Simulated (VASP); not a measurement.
CdSe, 4 atoms in the cell. It takes space group P6_3mc (No. 186, hexagonal). Conventional cell: a = 4.383 Å, b = 4.383 Å, c = 7.156 Å, α = 90.00°, β = 90.00°, γ = 120.00°. Within 3.5 Å of Cd (site symmetry 3m) lie 4 Se at 2.68 to 2.69 Å. Within 3.5 Å of Se (site symmetry 3m) lie 4 Cd at 2.68 to 2.69 Å. 

- Program: VASP 6.6.1
- Task: single point
- Functional: PBE
- Potentials or basis: VASP PAW PBE potentials, release 64 (Cd, Se)
- Cutoff: 500 eV
- k mesh: 15 × 15 × 8
- Occupations: gaussian, width 0.02 eV
- Spin: no spin polarisation
- Dipole correction: no
- Further INCAR settings: ALGO = Normal; EDIFF = 1e-06; NBANDS = 26

Potentials or basis: VASP PAW PBE potentials, release 64 (Cd, Se).

Launch:

```bash
$ cat potpaw_PBE.64/Cd/POTCAR potpaw_PBE.64/Se/POTCAR > POTCAR
$ mpirun -np 1 vasp_std > vasp.out
```

Hardware: 1 thread of Oxide Virtual Turin-like Processor (shared host).

Problem. How long does it take, and how much memory?

Solution. Wall time 6.7 min on 1 thread of Oxide Virtual Turin-like Processor, on a shared host, peak memory 0.43 GiB. Counts: scf iterations 14, k points 135.
